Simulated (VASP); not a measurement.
# SiO2 (P4_12_12) in VASP: single point with PBEsol

Aim: the single point of SiO2 with PBEsol.

Program: VASP 6.6.1. These are calculated values, not measurements. Logs are shortened: lines on timing, memory, paths and dates and some standing lists are left out, and cuts for length are marked.

### 1 The cell of the first run

Symmetry: P4_12_12, No. 92, tetragonal system. Conventional cell: a = 5.032 Å, b = 5.032 Å, c = 7.007 Å, α = 90.00°, β = 90.00°, γ = 90.00°. Si (site symmetry 2) has 4 O at 1.62 Å within 2.2 Å. O (site symmetry 1) has 2 Si at 1.62 Å within 2.2 Å.

### 2 Single point, PBEsol

INCAR reads:

```
SYSTEM = SiO2
ALGO     = Normal         ! electronic algorithm
EDIFF    = 1E-6           ! SCF threshold, eV
ENCUT    = 520            ! plane-wave cutoff, eV
GGA      = PS             ! functional
ISIF     = 2              ! what is computed and relaxed
ISMEAR   = -1             ! smearing method
LASPH    = .TRUE.         ! aspherical terms in the spheres
LCHARG   = .FALSE.        ! write CHGCAR
LREAL    = .FALSE.        ! projectors in reciprocal space
LWAVE    = .FALSE.        ! write WAVECAR
NBANDS   = 44             ! bands
NELM     = 80             ! most SCF steps
PREC     = Accurate       ! precision mode
SIGMA    = 0.1            ! smearing width, eV
```

KPOINTS reads:

```
k-points
0
G
  5 5 4
  0 0 0
```

POSCAR reads:

```
SiO2
1.0
    5.0322094500      0.0000000000      0.0000000000
    0.0000000000      5.0322094500      0.0000000000
    0.0000000000      0.0000000000      7.0065497700
Si O
4 8
Direct
    0.3002800000      0.3002800000      0.0000000000
    0.1997200000      0.8002800000      0.2500000000
    0.6997200000      0.6997200000      0.5000000000
    0.8002800000      0.1997200000      0.7500000000
    0.2392000000      0.1044000000      0.1787000000
    0.3956000000      0.7392000000      0.4287000000
    0.7608000000      0.8956000000      0.6787000000
    0.6044000000      0.2608000000      0.9287000000
    0.7392000000      0.3956000000      0.5713000000
    0.8956000000      0.7608000000      0.3213000000
    0.2608000000      0.6044000000      0.0713000000
    0.1044000000      0.2392000000      0.8213000000
```

Potentials or basis: VASP PAW PBE potentials, release 64 (Si, O).

Started as:

```console
$ cat potpaw_PBE.64/Si/POTCAR potpaw_PBE.64/O/POTCAR > POTCAR
$ mpirun -np 1 vasp_std > vasp.out
```

OUTCAR:

```text
SYSTEM = SiO2
   EDIFF = 1E-6
   ENCUT = 520
   GGA = PS
   ISIF = 2
   ISMEAR = -1
   LASPH = .TRUE.
   LREAL = .FALSE.
   NELM = 80
   PREC = Accurate

 ion  position               nearest neighbor table
   1  0.300  0.300  0.000-   8 1.62  11 1.62   5 1.62  12 1.62   2 3.11   4 3.11   2 3.11   4 3.11

   2  0.200  0.800  0.250-   5 1.62  10 1.62   6 1.62  11 1.62   1 3.11   3 3.11   1 3.11   3 3.11

   3  0.700  0.700  0.500-   6 1.62   9 1.62   7 1.62  10 1.62   2 3.11   4 3.11   4 3.11   2 3.11

   4  0.800  0.200  0.750-   7 1.62  12 1.62   9 1.62   8 1.62   1 3.11   3 3.11   3 3.11   1 3.11

   5  0.239  0.104  0.179-   2 1.62   1 1.62
   6  0.396  0.739  0.429-   3 1.62   2 1.62
   7  0.761  0.896  0.679-   4 1.62   3 1.62
   8  0.604  0.261  0.929-   1 1.62   4 1.62
   9  0.739  0.396  0.571-   3 1.62   4 1.62
  10  0.896  0.761  0.321-   2 1.62   3 1.62
  11  0.261  0.604  0.071-   1 1.62   2 1.62
  12  0.104  0.239  0.821-   4 1.62   1 1.62

  LATTYP: Found a simple tetragonal cell.
 ALAT       =     5.0322094500
 C/A-ratio  =     1.3923406487

  Lattice vectors:

 A1 = (   5.0322094500,   0.0000000000,   0.0000000000)
 A2 = (   0.0000000000,   5.0322094500,   0.0000000000)
 A3 = (   0.0000000000,   0.0000000000,   7.0065497700)

Analysis of symmetry for initial positions (statically):
=====================================================================
 Subroutine PRICEL returns:
 Original cell was already a primitive cell.

 Routine SETGRP: Setting up the symmetry group for a
 simple tetragonal supercell.

 Subroutine GETGRP returns: Found  8 space group operations
 (whereof  2 operations were pure point group operations)
 out of a pool of 16 trial point group operations.

The static configuration has the point symmetry C_2 .
 The point group associated with its full space group is D_4 .

Analysis of symmetry for dynamics (positions and initial velocities):
=====================================================================
 Subroutine PRICEL returns:
 Original cell was already a primitive cell.

 Routine SETGRP: Setting up the symmetry group for a
 simple tetragonal supercell.

 Subroutine GETGRP returns: Found  8 space group operations
 (whereof  2 operations were pure point group operations)
 out of a pool of 16 trial point group operations.

The dynamic configuration has the point symmetry C_2 .
 The point group associated with its full space group is D_4 .

 Subroutine INISYM returns: Found  8 space group operations
 (whereof  2 operations are pure point group operations),
 and found     1 'primitive' translations

----------------------------------------------------------------------------------------

                                     Primitive cell

  volume of cell :     177.4278

  direct lattice vectors                    reciprocal lattice vectors
     5.032209450  0.000000000  0.000000000     0.198719868  0.000000000  0.000000000
     0.000000000  5.032209450  0.000000000     0.000000000  0.198719868  0.000000000
     0.000000000  0.000000000  7.006549770     0.000000000  0.000000000  0.142723599

  length of vectors
     5.032209450  5.032209450  7.006549770     0.198719868  0.198719868  0.142723599

  position of ions in fractional coordinates (direct lattice)
     0.300280000  0.300280000  0.000000000
     0.199720000  0.800280000  0.250000000
     0.699720000  0.699720000  0.500000000
     0.800280000  0.199720000  0.750000000
     0.239200000  0.104400000  0.178700000
     0.395600000  0.739200000  0.428700000
     0.760800000  0.895600000  0.678700000
     0.604400000  0.260800000  0.928700000
     0.739200000  0.395600000  0.571300000
     0.895600000  0.760800000  0.321300000
     0.260800000  0.604400000  0.071300000
     0.104400000  0.239200000  0.821300000

  ion indices of the primitive-cell ions
   primitive index   ion index
                 1           1
                 2           2
                 3           3
                 4           4
                 5           5
                 6           6
                 7           7
                 8           8
                 9           9
                10          10
                11          11
                12          12

----------------------------------------------------------------------------------------

 KPOINTS: k-points

Automatic generation of k-mesh.
 Grid dimensions read from file:
 generate k-points for:    5    5    4

 Generating k-lattice:

  Cartesian coordinates                     Fractional coordinates (reciprocal lattice)
     0.039743974  0.000000000  0.000000000     0.200000000  0.000000000  0.000000000
     0.000000000  0.039743974  0.000000000     0.000000000  0.200000000  0.000000000
     0.000000000  0.000000000  0.035680900     0.000000000  0.000000000  0.250000000

  Length of vectors
     0.039743974  0.039743974  0.035680900

  Shift w.r.t. Gamma in fractional coordinates (k-lattice)
     0.000000000  0.000000000  0.000000000

 Subroutine IBZKPT returns following result:
 ===========================================

 Found     18 irreducible k-points:

 Following reciprocal coordinates:
            Coordinates               Weight
  0.000000  0.000000  0.000000      1.000000
  0.200000  0.000000  0.000000      4.000000
  0.400000  0.000000  0.000000      4.000000
  0.200000  0.200000  0.000000      4.000000
  0.400000  0.200000  0.000000      8.000000
  0.400000  0.400000  0.000000      4.000000
[... 10 lines left out ...]
  0.400000  0.200000  0.500000      8.000000
  0.400000  0.400000  0.500000      4.000000
   k-points           NKPTS =     18   k-points in BZ     NKDIM =     18   number of bands    NBANDS=     44
   number of dos      NEDOS =    301   number of ions     NIONS =     12
   total plane-waves  NPLWV =  86400
   dimension x,y,z NGX =    40 NGY =   40 NGZ =   54
   dimension x,y,z NGXF=    80 NGYF=   80 NGZF=  108
   ions per type =               4   8
   NGX,Y,Z   is equivalent  to a cutoff of  13.21, 13.21, 12.81 a.u.
   NGXF,Y,Z  is equivalent  to a cutoff of  26.43, 26.43, 25.63 a.u.
 SYSTEM =  SiO2
   PREC   = accura    normal or accurate (medium, high low for compatibility)
   ISTART =      0    job   : 0-new  1-cont  2-samecut
   ICHARG =      2    charge: 1-file 2-atom 10-const
   ISPIN  =      1    spin polarized calculation?
   LNONCOLLINEAR =      F non collinear calculations
   LSORBIT =      F    spin-orbit coupling
   LASPH  =      T    aspherical Exc in radial PAW
   ENCUT  =  520.0 eV  38.22 Ry    6.18 a.u.   9.36  9.36 13.03*2*pi/ulx,y,z
   NELM   =     80;   NELMIN=  2; NELMDL= -5     # of ELM steps
   EDIFF  = 0.1E-05   stopping-criterion for ELM
   LREAL  =      F    real-space projection
   EDIFFG = 0.1E-04   stopping-criterion for IOM
   NSW    =      0    number of steps for IOM
   IBRION =     -1    ionic relax: 0-MD 1-quasi-New 2-CG
   NFREE  =      0    steps in history (QN), initial steepest desc. (CG)
   ISIF   =      2    stress and relaxation
   ISYM   =      2    0-nonsym 1-usesym 2-fastsym
   POTIM  = 0.5000    time-step for ionic-motion
   TEBEG  =    0.0;   TEEND  =   0.0 temperature during run
   PSTRESS=    0.0 pullay stress
   NELECT =      64.0000    total number of electrons
   NUPDOWN=      -1.0000    fix difference up-down
   EMIN   =  10.00;   EMAX   =-10.00  energy-range for DOS
   EFERMI =   0.00;   METHOD = LEGACY
   ISMEAR =    -1;   SIGMA  =   0.10  broadening in eV -4-tet -1-fermi 0-gaus
   EFERMI_NEDOS =   21; number of points for ismear=-14 and -15
   IALGO  =     38    algorithm
   IMIX   =      4    mixing-type and parameters
     AMIX     =   0.40;   BMIX     =  1.00
     AMIX_MAG =   1.60;   BMIX_MAG =  1.00
  volume/ion in A,a.u.               =      14.79        99.78
  Fermi-wavevector in a.u.,A,eV,Ry     =   1.165362  2.202215 18.477653  1.358069
  Thomas-Fermi vector in A             =   2.301889
   LORBIT       =      0    0 simple, 1 ext, 2 COOP (PROOUT), +10 PAW based schemes
   GGA     = PS    functional components
   LHFCALC =     F    Hartree Fock is set to
   AEXX    =    0.0000 exact exchange contribution
   IVDW    =     0    specifies the selected vdW correction
   LEPSILON=     F    determine dielectric tensor
   LRPA    =     F    only Hartree local field effects (RPA)
 non-spin polarized calculation
  energy-cutoff  :      520.00
  volume of cell :      177.43
 maximum number of plane-waves:      4815
 NGX is ok and might be reduce to    40
   NGX = 19   NGY = 19   NGZ = 27

 number of electron      63.9999993 magnetization

 Free energy of the ion-electron system (eV)
  ---------------------------------------------------
  ext. energy  EPLUGINS =         0.00000000
  ---------------------------------------------------
  free energy    TOTEN  =       -98.69241498 eV

  energy without entropy =      -98.69241498  energy(sigma->0) =      -98.69241498

 E-fermi :   2.1109     XC(G=0):  -8.4210

 val. band max:       -0.1564994943   @ k =   0.0000   0.0000   0.0000
 cond. band min:       5.3851167090   @ k =   0.0000   0.0000   0.0000
 fundamental gap:      5.5416162033
 Fermi energy:         2.1109431721

 k-point     1 :       0.0000    0.0000    0.0000
  band No.  band energies     occupation
      1     -19.4516      2.00000
      2     -18.5638      2.00000
      3     -18.5638      2.00000
      4     -17.4119      2.00000
      5     -17.3711      2.00000
      6     -17.3645      2.00000
[... 36 lines left out ...]
     43      10.9186      0.00000
     44      11.0154      0.00000

 k-point     2 :       0.2000    0.0000    0.0000
  band No.  band energies     occupation
      1     -19.3705      2.00000
      2     -18.6476      2.00000
      3     -18.4667      2.00000
      4     -17.4950      2.00000
      5     -17.4167      2.00000
      6     -17.3887      2.00000
[... 36 lines left out ...]
     43      10.8895      0.00000
     44      11.1276      0.00000

 k-point     3 :       0.4000    0.0000    0.0000
  band No.  band energies     occupation
      1     -19.1526      2.00000
      2     -18.8739      2.00000
      3     -18.1979      2.00000
      4     -17.8302      2.00000
      5     -17.4247      2.00000
      6     -17.4184      2.00000
[... 36 lines left out ...]
     43      10.5383      0.00000
     44      11.1496      0.00000

 k-point     4 :       0.2000    0.2000    0.0000
  band No.  band energies     occupation
      1     -19.2884      2.00000
      2     -18.5551      2.00000
      3     -18.5493      2.00000
      4     -17.6118      2.00000
      5     -17.4209      2.00000
      6     -17.3916      2.00000
[... 600 lines left out ...]
     43      10.6981      0.00000
     44      10.6981      0.00000

 k-point    17 :       0.4000    0.2000    0.5000
  band No.  band energies     occupation
      1     -18.9495      2.00000
      2     -18.9495      2.00000
      3     -18.0933      2.00000
      4     -18.0933      2.00000
      5     -17.4117      2.00000
      6     -17.4117      2.00000
[... 36 lines left out ...]
     43      10.9870      0.00000
     44      10.9879      0.00000

 k-point    18 :       0.4000    0.4000    0.5000
  band No.  band energies     occupation
      1     -18.7460      2.00000
      2     -18.7460      2.00000
      3     -18.3090      2.00000
      4     -18.3090      2.00000
      5     -17.4212      2.00000
      6     -17.4212      2.00000
[... 36 lines left out ...]
     43      10.3904      0.00000
     44      10.3904      0.00000

------------------------ aborting loop because EDIFF is reached ----------------------------------------

  FORCE on cell =-STRESS in cart. coord.  units (eV):
  Direction    XX          YY          ZZ          XY          YZ          ZX
  --------------------------------------------------------------------------------------
  -------------------------------------------------------------------------------------
  Total       -0.7022429     -0.7022429     -0.4417492      0.0000000      0.0000000     -0.0000000
  in kB       -6.3412711     -6.3412711     -3.9890059      0.0000000      0.0000000     -0.0000000
  external PRESSURE =      -5.5571827 kB  Pullay stress =       0.0000000 kB

 VOLUME and BASIS-vectors are now :
 -----------------------------------------------------------------------------
  energy-cutoff  :      520.00
  volume of cell :      177.43
      direct lattice vectors                 reciprocal lattice vectors
     5.032209450  0.000000000  0.000000000     0.198719868  0.000000000  0.000000000
     0.000000000  5.032209450  0.000000000     0.000000000  0.198719868  0.000000000
     0.000000000  0.000000000  7.006549770     0.000000000  0.000000000  0.142723599

 POSITION                                       TOTAL-FORCE (eV/Angst)
 -----------------------------------------------------------------------------------
      1.51107      1.51107      0.00000        -0.033446     -0.033446     -0.000000
      1.00503      4.02718      1.75164         0.033446     -0.033446     -0.000000
      3.52114      3.52114      3.50327         0.033446      0.033446     -0.000000
      4.02718      1.00503      5.25491        -0.033446      0.033446     -0.000000
      1.20370      0.52536      1.25207        -0.003098     -0.041930      0.009126
      1.99074      3.71981      3.00371         0.041930     -0.003098      0.009126
      3.82850      4.50685      4.75535         0.003098      0.041930      0.009126
      3.04147      1.31240      6.50698        -0.041930      0.003098      0.009126
      3.71981      1.99074      4.00284        -0.003098      0.041930     -0.009126
      4.50685      3.82850      2.25120         0.041930      0.003098     -0.009126
      1.31240      3.04147      0.49957         0.003098     -0.041930     -0.009126
      0.52536      1.20370      5.75448        -0.041930     -0.003098     -0.009126
 -----------------------------------------------------------------------------------
    total drift:                                0.000000     -0.000000      0.000000

  FREE ENERGIE OF THE ION-ELECTRON SYSTEM (eV)
  ---------------------------------------------------
  free  energy   TOTEN  =       -98.6924149760 eV

  energy  without entropy=      -98.6924149759  energy(sigma->0) =      -98.69241498
```

Wall time 2.1 min (1 thread of Intel Xeon Platinum 8375C at 2.90GHz (Ice Lake), shared host); peak memory 0.32 GiB.

What came out:

```
Free energy            : -98.6924 eV
Pressure               : -0.6 GPa
Largest force          : 0.047 eV/Å
Band gap on the k mesh : 5.54 eV, direct
```

Forces in eV/Å, atoms in the order of the input:
```
Si  -0.033 -0.033  0.000
Si   0.033 -0.033  0.000
Si   0.033  0.033  0.000
Si  -0.033  0.033  0.000
O   -0.003 -0.042  0.009
O    0.042 -0.003  0.009
O    0.003  0.042  0.009
O   -0.042  0.003  0.009
O   -0.003  0.042 -0.009
O    0.042  0.003 -0.009
O    0.003 -0.042 -0.009
O   -0.042 -0.003 -0.009
```

Stress tensor (GPa, compression positive):
```
-0.63  0.00  0.00
 0.00 -0.63  0.00
 0.00  0.00 -0.40
```

Caveat: the PAW data sets were made with another functional, which shifts forces and pressure a little. A k mesh can miss the band edges.
